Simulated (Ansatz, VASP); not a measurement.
**Mo in VASP and in Ansatz**

```
Mo
1.0
    -1.65923    1.65923    1.61972
     1.65923   -1.65923    1.61972
     1.65923    1.65923   -1.61972
Mo
1
Direct
  0.00000 0.00000 0.00000
```

Change from the starting cell: strain +0.050 along x and y, +0.025 along z, atoms carried along.

Alike in both runs: task single point; functional PBE; k mesh 26 × 26 × 26; occupations gaussian, width 0.15 eV; no spin polarisation.

```csv
,VASP,Ansatz
version,VASP 6.6.1,Ansatz 0.2.0
potentials or method,"VASP PAW PBE potentials, release 64 (Mo_sv), cutoff 520 eV","scalar-relativistic, plane waves, PAW"
valence electrons in the cell,14,14
```

|  | VASP | Ansatz | Ansatz less VASP |
| --- | --- | --- | --- |
| gap on the k mesh at the Fermi level (eV) | none | none | - |
| pressure (GPa) | -24.0 | -24.3 | -0.30 |
| traceless stress, the component that is largest in VASP (GPa) | 3.70 | 3.70 | -0.002 |

A gap of «none» marks a metal or a gap that the smearing closes.
